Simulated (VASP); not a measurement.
The system is YMn3.

```
Mn Y
1.0
     4.10086    0.00000    0.00000
     0.00000    4.10086    0.00000
     0.00000    0.00000    4.10086
Mn Y
3 1
Direct
  0.00000 0.50000 0.50000
  0.50000 0.00000 0.50000
  0.50000 0.50000 0.00000
  0.00000 0.00000 0.00000
```

```yaml
Program: VASP 6.6.1
Task: relaxation of cell and atoms
Functional: PBE
Potentials_or_basis: VASP PAW PBE potentials, release 64 (Mn_pv, Y_sv)
Cutoff: 600 eV
k_mesh: 10 × 10 × 10
Occupations: gaussian, width 0.1 eV
Spin: no spin polarisation
```

At the start: pressure -15.7 GPa; volume 17.24 Å³/atom.

How do energy, volume and symmetry change on relaxing?

Over 9 steps the energy falls by 143.1 meV/atom and the volume is 14.70 Å³/atom (-14.7 %); space group Pm-3m (No. 221, to 0.1 Å) before and after.

Step by step:
| step | energy change (eV) | largest force (eV/Å) | pressure (GPa) | volume (Å³) |
| --- | --- | --- | --- | --- |
| 1 | 0.0000 | 0.0000 | -15.71 | 68.96 |
| 2 | -0.3227 | 0.0000 | 15.96 | 53.43 |
| 3 | -0.5723 | 0.0000 | -0.20 | 58.88 |
| 4 | -0.5723 | 0.0000 | 0.14 | 58.69 |
| 5 | -0.5724 | 0.0000 | 0.13 | 58.80 |
| 6 | -0.5716 | 0.0000 | -0.75 | 59.11 |
| 7 | -0.5723 | 0.0000 | -0.16 | 58.84 |
| 8 | -0.5724 | 0.0000 | -0.17 | 58.82 |
| 9 | -0.5724 | 0.0000 | -0.10 | 58.81 |

Final structure:
```cif
data_structure
_symmetry_space_group_name_H-M 'P 1'
_symmetry_Int_Tables_number 1
_cell_length_a 3.8887
_cell_length_b 3.8887
_cell_length_c 3.8887
_cell_angle_alpha 90.000
_cell_angle_beta 90.000
_cell_angle_gamma 90.000
_cell_volume 58.81
loop_
_atom_site_label
_atom_site_type_symbol
_atom_site_fract_x
_atom_site_fract_y
_atom_site_fract_z
_atom_site_occupancy
Mn1 Mn 0.00000 0.50000 0.50000 1
Mn2 Mn 0.50000 0.00000 0.50000 1
Mn3 Mn 0.50000 0.50000 0.00000 1
Y1 Y 0.00000 0.00000 0.00000 1
```

Caveat: the run has no spin polarisation, though such a crystal can be magnetic.
